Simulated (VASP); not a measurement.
A run of VASP 6.6.1 is set up as follows.

File INCAR:

```
PREC = Accurate
ENCUT = 520
EDIFF = 1E-6
ISMEAR = 0
SIGMA = 0.05
LREAL = False
LASPH = True
NELM = 100
ALGO = Normal
ISIF = 2
LWAVE = False
LCHARG = False
NBANDS = 26
```

The input KPOINTS:

```
Automatic mesh
0
Gamma
  12 12 12
```

Contents of POSCAR:

```
GaP
1.0
    1.7875739614      1.0320563078      6.9452749083
   -1.7875739614      1.0320563078      6.9452749083
    0.0000000000     -2.0641126157      6.9452749083
Ga P
2 2
Direct
    0.4353720000      0.4353720000      0.4353720000
    0.5646280000      0.5646280000      0.5646280000
    0.0573890000      0.0573890000      0.0573890000
    0.9426110000      0.9426110000      0.9426110000
```

Potentials or basis: VASP PAW LDA potentials, release 64 (Ga_d, P).

Launch:

```bash
$ cat potpaw_LDA.64/Ga_d/POTCAR potpaw_LDA.64/P/POTCAR > POTCAR
$ mpirun -np 1 vasp_std > vasp.out
```

(1) What does it give for the band gap on the k mesh?

(2) What does it give for the pressure?

(3) Estimate the largest force.

Answers

(1) zero (bands 18 and 19 overlap by 0.25 eV).

(2) 4.3 GPa.

(3) 1.121 eV/Å.

Caveat: the cell differs from its parent crystal (strain -0.080 along x and y, +0.080 along z); the cell stands under pressure; semilocal functionals underestimate gaps, so a narrow gap can read as zero; forces of over 1 eV/Å act on the atoms, so gaps and moduli don't describe the material at rest.
